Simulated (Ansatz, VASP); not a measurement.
LiH: VASP beside Ansatz

POSCAR

```
LiH
1.0
    0.0000000000      2.0985961725      2.0985961725
    2.0985961725      0.0000000000      2.0985961725
    2.0985961725      2.0985961725      0.0000000000
Li H
1 1
Direct
    0.0000000000      0.0000000000      0.0000000000
    0.5000000000      0.5000000000      0.5000000000
```

File INCAR.step1:

```
SYSTEM = LiH
ALGO = Normal ; EDIFF = 1E-5
ENCUT = 520 ; GGA = PE
ISIF = 2 ; ISMEAR = 0
LASPH = .True. ; LCHARG = .False.
LREAL = .False. ; LWAVE = .True.
NBANDS = 9 ; NELM = 80
PREC = Accurate ; SIGMA = 0.01
```

INCAR.step2

```
SYSTEM = LiH
ALGO = Normal ; EDIFF = 1E-6
ENCUT = 520 ; GGA = PE
HFSCREEN = 0.2079 ; ISIF = 2
ISMEAR = 0 ; ISTART = 1
LASPH = .True. ; LCHARG = .False.
LHFCALC = .True. ; LREAL = .False.
LWAVE = .False. ; NBANDS = 9
NELM = 80 ; PREC = Accurate
PRECFOCK = Normal ; SIGMA = 0.01
```

Contents of KPOINTS:

```
k-points
0
Gamma
  8 8 8
  0 0 0
```

Input for Ansatz:

```yaml
crystal:
  lattice:
    - [0.0, 2.0985961725, 2.0985961725]
    - [2.0985961725, 0.0, 2.0985961725]
    - [2.0985961725, 2.0985961725, 0.0]
  atoms:
    - { symbol: Li, position: [0.0, 0.0, 0.0] }
    - { symbol: H, position: [0.5, 0.5, 0.5] }
kpoints:
  mp_grid: { grid: [8, 8, 8] }
  band_path:
    path:
      - [0.0, 0.0, 0.0]
      - [0.5, 0.0, 0.5]
      - [0.625, 0.25, 0.625]
      - [0.375, 0.375, 0.75]
      - [0.5, 0.5, 0.5]
      - [0.5, 0.25, 0.75]
      - [0.0, 0.5, 0.5]
    npoints: 1
hamiltonian:
  xc: hse06
scf:
  occupations: { method: fixed }
  n_extra_bands: 4
output:
  forces: true
  stress: true
  eigenvalues: true
  write_density: true
  write_potential: true
  elf: true
  volumetric_format: npy
```

Change from the starting cell: hydrostatic strain +5.0%.

Alike in both runs: task single point; functional HSE06; k mesh 8 × 8 × 8; no spin polarisation.

|  | VASP | Ansatz |
| --- | --- | --- |
| version | VASP 6.6.1 | Ansatz 0.2.0 |
| potentials or method | VASP PAW PBE potentials, release 64 (Li_sv, H) | plane waves, PAW |
| plane-wave cutoff (eV) | 520 | 420 |
| occupations | gaussian, width 0.01 eV | fixed |
| valence electrons in the cell | 4 | 4 |

Ansatz gave:

- gap on the k mesh at the Fermi level (eV): 4.04

What did VASP give for the same quantities?

gap on the k mesh at the Fermi level (eV): 4.03.

Ansatz's warnings: stress exchange threshold loose, stress scf threshold loose.

Noted on VASP's run: the cutoff is short for stress, so the pressure is rough.
